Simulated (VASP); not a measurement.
# CsCl: single point with r2SCAN

CsCl:

```xyz
2
Lattice="3.9169 0.0000 0.0000 0.0000 3.9169 0.0000 0.0000 0.0000 3.9169" Properties=species:S:1:pos:R:3 pbc="T T T"
Cs    0.0000    0.0000    0.0000
Cl    1.9584    1.9584    1.9584
```

This cell differs from its parent crystal: strain -0.050 along x and y, -0.050 along z.

```
Program                : VASP 6.6.1
Task                   : single point
Functional             : r2SCAN
Potentials or basis    : VASP PAW PBE potentials, release 64 (Cs_sv, Cl)
Cutoff                 : 550 eV
k mesh                 : 6 × 6 × 6
Occupations            : gaussian, width 0.05 eV
Spin                   : no spin polarisation
Dipole correction      : no
Further INCAR settings : ALGO = Normal; EDIFF = 1e-06; NBANDS = 15
```

```
Pressure               : 4.8 GPa
Band gap on the k mesh : 5.68 eV, direct
```

Levels at points of the mesh, in eV from the valence-band top:
```
           k point  band 6  band 7  band 8  band 9  band 10  band 11
(0.00, 0.00, 0.00)    0.00    0.00    0.00    5.68     5.68     6.93
(0.50, 0.00, 0.00)   -1.51   -0.43   -0.43    6.96     9.10     9.81
(0.50, 0.50, 0.00)   -0.45   -0.45   -0.19    6.69     6.76     8.75
(0.50, 0.50, 0.50)   -1.57   -1.57   -1.57    9.90     9.90     9.90
```

It took 58 s on 1 thread of Intel Xeon 6975P-C (shared host), peak memory 0.18 GiB.

Caveat: the cell differs from its parent crystal (strain -0.050 along x and y, -0.050 along z); the PAW data sets were made with another functional, which shifts forces and pressure a little; spin-orbit coupling is left out, which moves the levels of the heavy elements. A k mesh can miss the band edges.
